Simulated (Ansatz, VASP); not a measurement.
## CuSn2O2: VASP beside Ansatz

```xyz
5
Lattice="3.8202 0.0000 0.0000 0.0000 3.8202 0.0000 0.0000 0.0000 19.3630" Properties=species:S:1:pos:R:3 pbc="T T T"
Sn    1.9101    0.0000    4.0000
Sn    0.0000    1.9101    6.3630
O     0.0000    0.0000    5.1815
O     1.9101    1.9101    5.1815
Cu    1.9101    3.8202    9.3630
```

Alike in both runs: task single point; functional PBE; dispersion D3(BJ); k mesh 7 × 7 × 1; occupations gaussian, width 0.05 eV; collinear spin.

```csv
,VASP,Ansatz
version,VASP 6.6.1,Ansatz 0.2.0
potentials or method,"VASP PAW PBE potentials, release 64 (Sn_d, O, Cu), cutoff 520 eV","scalar-relativistic, plane waves, PAW"
valence electrons in the cell,51,59
```

|  | VASP | Ansatz | Ansatz less VASP |
| --- | --- | --- | --- |
| gap on the k mesh at the Fermi level (eV) | none | none | - |
| rms of the force components (eV/Å) | 0.073 | 0.058 | -0.0150 |
| net moment per atom (μB) | 0.00 | 0.00 | 0.000 |
| work function, face that differs most (eV) | 4.83 | 4.84 | +0.007 |

A gap of «none» marks a metal or a gap that the smearing closes. VASP's potentials hold 51 valence electrons a cell and Ansatz's 59, so a difference there can come from the potentials and not from the codes. Ansatz's warnings: seeded moment not kept, stability check not made.
